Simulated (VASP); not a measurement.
The system is Nb.

```
CELL_PARAMETERS angstrom
0.00000 3.21951 3.21951
3.21951 0.00000 3.21951
3.21951 3.21951 0.00000
ATOMIC_POSITIONS crystal
Nb 0.00000 0.00000 0.00000
Nb 0.25000 0.25000 0.25000
```

This isn't the form of Nb at room conditions, which is bcc.

* Program: VASP 6.6.1
* Task: relaxation of cell and atoms
* Functional: PBE
* Potentials or basis: VASP PAW PBE potentials, release 64 (Nb_sv)
* Cutoff: 600 eV
* k mesh: 11 × 11 × 11
* Occupations: fermi-dirac, width 0.08 eV
* Spin: no spin polarisation

At the start: pressure -10.1 GPa; volume 33.37 Å³/atom.

**Question.** Where does the relaxation end?

**Answer.** Over 3 steps the energy falls by 293.0 meV/atom and the volume is 25.83 Å³/atom (-22.6 %); space group Fd-3m (No. 227, to 0.1 Å) before and after.

The path:
```csv
step,energy change (eV),largest force (eV/Å),pressure (GPa),volume (Å³)
1,0.0000,0.0000,-10.07,66.74
2,-0.5399,0.0000,4.84,48.46
3,-0.5860,0.0000,0.02,51.65
```

Final structure:
```cif
data_structure
_symmetry_space_group_name_H-M 'P 1'
_symmetry_Int_Tables_number 1
_cell_length_a 4.1803
_cell_length_b 4.1803
_cell_length_c 4.1803
_cell_angle_alpha 60.000
_cell_angle_beta 60.000
_cell_angle_gamma 60.000
_cell_volume 51.65
loop_
_atom_site_label
_atom_site_type_symbol
_atom_site_fract_x
_atom_site_fract_y
_atom_site_fract_z
_atom_site_occupancy
Nb1 Nb 0.00000 0.00000 0.00000 1
Nb2 Nb 0.25000 0.25000 0.25000 1
```

Caveat: the volume moved by over 15 % at a fixed basis, so the end points are rough.
